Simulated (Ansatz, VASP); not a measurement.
# One calculation of TiSi2, two programs

```xyz
6
Lattice="0.0000 4.1175 4.2629 2.3895 0.0000 4.2629 2.3895 4.1175 0.0000" Properties=species:S:1:pos:R:3 pbc="T T T"
Ti    3.5843    6.1763    6.3943
Ti    2.3895    4.1175    4.2629
Si    1.1948    3.3975    2.1314
Si    1.1948    0.7200    2.1314
Si    2.3895    1.3387    4.2629
Si    2.3895    6.8963    4.2629
```

Alike in both runs: functional PBE; k mesh 7 × 7 × 7; occupations fermi-dirac, width 0.05 eV; no spin polarisation; Hubbard terms Ti d U = 4.0 eV.

```csv
,VASP,Ansatz
version,VASP 6.6.1,Ansatz 0.2.0
potentials or method,"VASP PAW PBE potentials, release 64 (Ti_sv, Si)",Ansatz PAW
plane-wave cutoff (eV),520,420
valence electrons in the cell,40,40
task,single point,band structure
```

```tsv
	VASP	Ansatz	Ansatz less VASP
gap on the k mesh at the Fermi level (eV)	none	none	-
pressure (GPa)	6.9	5.4	-1.56
traceless stress, the component that is largest in VASP (GPa)	-1.51	-0.35	+1.163
rms of the force components (eV/Å)	0.054	0.045	-0.0087
```

The programs project onto different local orbitals, so the same U acts differently, and such runs can settle in different states. Atom by atom the forces differ by 0.009 eV/Å (rms over components). A gap of «none» marks a metal or a gap that the smearing closes.
